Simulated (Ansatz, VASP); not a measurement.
**SiO2: VASP beside Ansatz**

The input INCAR:

```
ALGO = Normal ; EDIFF = 1E-7
ENCUT = 520 ; GGA = PE
ISIF = 2 ; ISMEAR = 0
LASPH = True ; LCHARG = False
LREAL = False ; LWAVE = False
NBANDS = 34 ; NELM = 100
PREC = Accurate ; SIGMA = 0.05
```

Contents of KPOINTS:

```
k-points
0
Gamma
  6 6 4
```

File POSCAR:

```
SiO2
1.0
    4.9522165930      0.0000000000      0.0000000000
   -2.4761082965      4.2887453746      0.0000000000
    0.0000000000      0.0000000000      5.6688224979
Si O
3 6
Direct
    0.0000000000      0.5000000000      0.3333333333
    0.5000000000      0.5000000000      0.6666666667
    0.5000000000      0.0000000000      0.0000000000
    0.5839605948      0.7919802974      0.8333333333
    0.7919802974      0.5839605948      0.5000000000
    0.7919802974      0.2080197026      0.1666666667
    0.4160394052      0.2080197026      0.8333333333
    0.2080197026      0.4160394052      0.5000000000
    0.2080197026      0.7919802974      0.1666666667
```

Input for Ansatz:

```yaml
crystal:
  lattice:
    - [4.952216593, 0.0, 0.0]
    - [-2.4761082965, 4.2887453746, 0.0]
    - [0.0, 0.0, 5.6688224979]
  atoms:
    - { symbol: Si, position: [0.0, 0.5, 0.3333333333] }
    - { symbol: Si, position: [0.5, 0.5, 0.6666666667] }
    - { symbol: Si, position: [0.5, 0.0, 0.0] }
    - { symbol: O, position: [0.5839605948, 0.7919802974, 0.8333333333] }
    - { symbol: O, position: [0.7919802974, 0.5839605948, 0.5] }
    - { symbol: O, position: [0.7919802974, 0.2080197026, 0.1666666667] }
    - { symbol: O, position: [0.4160394052, 0.2080197026, 0.8333333333] }
    - { symbol: O, position: [0.2080197026, 0.4160394052, 0.5] }
    - { symbol: O, position: [0.2080197026, 0.7919802974, 0.1666666667] }
basis:
  ecutwfc: 420
kpoints:
  mp_grid: { grid: [6, 6, 4] }
hamiltonian:
  xc: pbe
scf:
  occupations: { method: gaussian, width: 0.05 }
output:
  forces: true
  stress: true
  eigenvalues: true
  write_density: true
  write_potential: true
  elf: true
  volumetric_format: npy
```

Change from the starting cell: strain -0.030 along x and y, +0.015 along z, atoms carried along.

Alike in both runs: task single point; functional PBE; k mesh 6 × 6 × 4; occupations gaussian, width 0.05 eV; no spin polarisation.

|  | VASP | Ansatz |
| --- | --- | --- |
| version | VASP 6.6.1 | Ansatz 0.2.0 |
| potentials or method | VASP PAW PBE potentials, release 64 (Si, O), cutoff 520 eV | scalar-relativistic, plane waves, PAW |
| valence electrons in the cell | 48 | 48 |

```tsv
	VASP	Ansatz	Ansatz less VASP
gap on the k mesh at the Fermi level (eV)	5.75	5.75	0.000
least direct gap on the mesh (eV)	5.87	5.87	-0.002
pressure (GPa)	8.7	8.5	-0.13
traceless stress, the component that is largest in VASP (GPa)	-1.93	-1.98	-0.047
rms of the force components (eV/Å)	0.186	0.191	+0.0054
```

Atom by atom the forces differ by 0.005 eV/Å (rms over components). With one functional, cell and mesh, what is left measures potentials, basis and numerics.
